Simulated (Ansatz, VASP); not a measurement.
**One calculation of Re, two programs**

```
CELL_PARAMETERS angstrom
4.38256 0.00000 0.00000
-2.19128 3.79541 0.00000
0.00000 0.00000 2.74099
ATOMIC_POSITIONS crystal
Re 0.00000 0.00000 0.00000
Re 0.33333 0.66667 0.50000
Re 0.66667 0.33333 0.50000
```

Change from the starting cell: volume scaled by 1, PAW files.

Alike in both runs: task single point; functional PBE; k mesh 9 × 9 × 13; occupations fermi-dirac, width 0.08 eV; no spin polarisation.

|  | VASP | Ansatz |
| --- | --- | --- |
| version | VASP 6.6.1 | Ansatz 0.2.0 |
| potentials or method | VASP PAW PBE potentials, release 64 (Re_sv_GW) | PAW with Ansatz's default frozen-core files, scalar-relativistic |
| plane-wave cutoff (eV) | 560 | 420 |
| valence electrons in the cell | 45 | 45 |

```tsv
	VASP	Ansatz	Ansatz less VASP
pressure (GPa)	-1.5	0.0	+1.47
```

Spin-orbit coupling is off throughout.
